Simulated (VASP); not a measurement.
A run of VASP 6.6.1:

Contents of INCAR:

```
PREC = Accurate
ENCUT = 520
EDIFF = 1E-7
ISMEAR = -1
SIGMA = 0.05
LREAL = F
LASPH = T
NELM = 80
ALGO = Normal
ISIF = 2
LWAVE = F
LCHARG = F
GGA = PS
NBANDS = 21
```

KPOINTS

```
regular mesh
0
Gamma
  11 11 11
```

File POSCAR:

```
Ge
1.0
   -2.5915398167      2.5915398167      1.4066673013
    2.5915398167     -2.5915398167      1.4066673013
    2.5915398167      2.5915398167     -1.4066673013
Ge
2
Direct
    0.5000000000      0.5000000000      0.0000000000
    0.2500000000      0.7500000000      0.5000000000
```

Potentials or basis: VASP PAW PBE potentials, release 64 (Ge_d).

The run is started by

```sh
$ cat potpaw_PBE.64/Ge_d/POTCAR > POTCAR
$ mpirun -np 1 vasp_std > vasp.out
```

Hardware: 1 thread of AMD EPYC 7R43 64-Core Processor (Zen 3), on a shared host.

How long does it take, and how much memory?

Run time: 2.7 min on 1 thread of AMD EPYC 7R43 64-Core Processor (Zen 3), on a shared host, peak memory 0.18 GiB. Counts: scf iterations 12, k points 126.
